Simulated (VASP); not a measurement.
Set up this calculation in VASP 6.6.1, as the native input.

- Task: single point
- Functional: PBE
- Potentials or basis: VASP PAW PBE potentials, release 64 (Co, Sn_d)
- Cutoff: 520 eV
- k mesh: 6 × 6 × 6
- Occupations: gaussian, width 0.1 eV
- Spin: no spin polarisation
- Dipole correction: no
- Further INCAR settings: ALGO = Fast; EDIFF = 1e-06; NBANDS = 18

The structure of CoSn lies in POSCAR:

```
CoSn
1.0
    0.0000000000      2.8638362972      2.8638362972
    2.8638362972      0.0000000000      2.8638362972
    2.8638362972      2.8638362972      0.0000000000
Co Sn
1 1
Direct
    0.0000000000      0.0000000000      0.0000000000
    0.7500000000      0.7500000000      0.7500000000
```

One way to write it, as run:

INCAR

```
SYSTEM = CoSn
ALGO     = Fast           ! electronic algorithm
EDIFF    = 1E-6           ! SCF threshold, eV
ENCUT    = 520            ! plane-wave cutoff, eV
GGA      = PE             ! functional
ISIF     = 2              ! what is computed and relaxed
ISMEAR   = 0              ! smearing method
LASPH    = .True.         ! aspherical terms in the spheres
LCHARG   = .False.        ! write CHGCAR
LREAL    = .False.        ! projectors in reciprocal space
LWAVE    = .False.        ! write WAVECAR
NBANDS   = 18             ! bands
NELM     = 60             ! most SCF steps
PREC     = Accurate       ! precision mode
SIGMA    = 0.1            ! smearing width, eV
```

KPOINTS

```
k-points
0
Gamma
  6 6 6
  0 0 0
```

Potentials or basis: VASP PAW PBE potentials, release 64 (Co, Sn_d).

Command:

```sh
$ cat potpaw_PBE.64/Co/POTCAR potpaw_PBE.64/Sn_d/POTCAR > POTCAR
$ mpirun -np 1 vasp_std > vasp.out
```

Results of the run:

```yaml
Pressure: -0.2 GPa
Band_gap_on_the_k_mesh: zero (an odd number of electrons rules out a gap without spin polarisation)
```

Caveat: spin-orbit coupling is left out, which moves the levels of the heavy elements; the run has no spin polarisation, though such a crystal can be magnetic.

It took 9 s on 1 thread of Intel(R) Xeon(R) 6975P-C (Granite Rapids), with other jobs on the host, peak memory 0.16 GiB.
